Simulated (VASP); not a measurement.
A run of VASP 6.6.1 is set up as follows.

File INCAR:

```
SYSTEM = MoSe
ALGO = Normal
EDIFF = 1E-7
EDIFFG = -0.01
ENCUT = 600
GGA = PE
IBRION = 2
ISIF = 3
ISMEAR = 0
LASPH = .TRUE.
LCHARG = .FALSE.
LDAU = .TRUE.
LDAUJ = 0 0
LDAUL = 2 -1
LDAUPRINT = 1
LDAUTYPE = 2
LDAUU = 4.38 0
LMAXMIX = 4
LREAL = .FALSE.
LWAVE = .FALSE.
NELM = 150
NSW = 80
PREC = Accurate
SIGMA = 0.1
```

The input KPOINTS:

```
k-points
0
G
  12 12 12
  0 0 0
```

Contents of POSCAR:

```
MoSe
1.0
    0.0000000000      3.1234514948      3.1234514948
    3.1234514948      0.0000000000      3.1234514948
    3.1234514948      3.1234514948      0.0000000000
Mo Se
1 1
Direct
    0.0000000000      0.0000000000      0.0000000000
    0.2500000000      0.2500000000      0.2500000000
```

Potentials or basis: VASP PAW PBE potentials, release 64 (Mo_sv, Se).

Run with:

```console
$ cat potpaw_PBE.64/Mo_sv/POTCAR potpaw_PBE.64/Se/POTCAR > POTCAR
$ mpirun -np 1 vasp_std > vasp.out
```

**Question.** Predict the relaxed cell.

**Answer.** a = 4.149 Å, b = 4.149 Å, c = 4.149 Å, α = 60.00°, β = 60.00°, γ = 60.00°.

**Question.** Predict the space group after relaxing (to 0.05 Å).

**Answer.** F-43m (No. 216).

**Question.** What does it give for the relaxed volume?

**Answer.** 25.25 Å³/atom.

**Question.** Estimate the band gap on the k mesh.

**Answer.** Zero (band 10 reaches 4.95 eV, above the bottom of band 11 at 4.89 eV).

Step by step:
```
step  energy change (eV)  largest force (eV/Å)  pressure (GPa)  volume (Å³)
   1              0.0000                0.0000           -5.40        60.94
   2             -0.1580                0.0000           -0.70        52.32
   3             -0.1621                0.0000           -0.14        50.83
   4             -0.1622                0.0000            0.05        50.49
```

Caveat: the volume moved by over 15 % at a fixed basis, so the end points are rough; U without spin polarisation on a metal has little footing.
